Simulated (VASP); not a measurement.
Input of a VASP 6.6.1 run:

INCAR

```
SYSTEM = Re
  PREC = Accurate
  ENCUT = 520
  EDIFF = 1E-7
  ISMEAR = 0
  SIGMA = 0.15
  LREAL = .FALSE.
  LASPH = .TRUE.
  NELM = 100
  ALGO = Normal
  ISIF = 2
  LWAVE = .FALSE.
  LCHARG = .TRUE.
  GGA = PE
  LELF = .TRUE.
  LVHAR = .TRUE.
  NBANDS = 14
```

KPOINTS

```
Automatic mesh
0
G
  18 18 10
  0 0 0
```

Contents of POSCAR:

```
Re
1.0
    2.7379189912      0.0000000000      0.0000000000
   -1.3689594956      2.3711073999      0.0000000000
    0.0000000000      0.0000000000      4.4842238099
Re
2
Direct
    0.3333333333      0.6666666667      0.1958100197
    0.6666666667      0.3333333333      0.8041899803
```

Potentials or basis: VASP PAW PBE potentials, release 64 (Re).

The run is started by

```bash
$ cat potpaw_PBE.64/Re/POTCAR > POTCAR
$ mpirun -np 1 vasp_std > vasp.out
```

Problem. Predict the band gap on the k mesh.

Solution. Zero (bands 7 and 8 overlap by 2.92 eV).

Problem. Estimate the largest force.

Solution. 8.790 eV/Å.

Forces in eV/Å, atoms in the order of the input:
```
Re   0.000  0.000  8.790
Re   0.000  0.000 -8.790
```

Caveat: the cell differs from its parent crystal (atoms displaced along a vibrational mode, the cell strained); spin-orbit coupling is left out, which moves the levels of the heavy elements; forces of over 1 eV/Å act on the atoms, so gaps and moduli don't describe the material at rest.
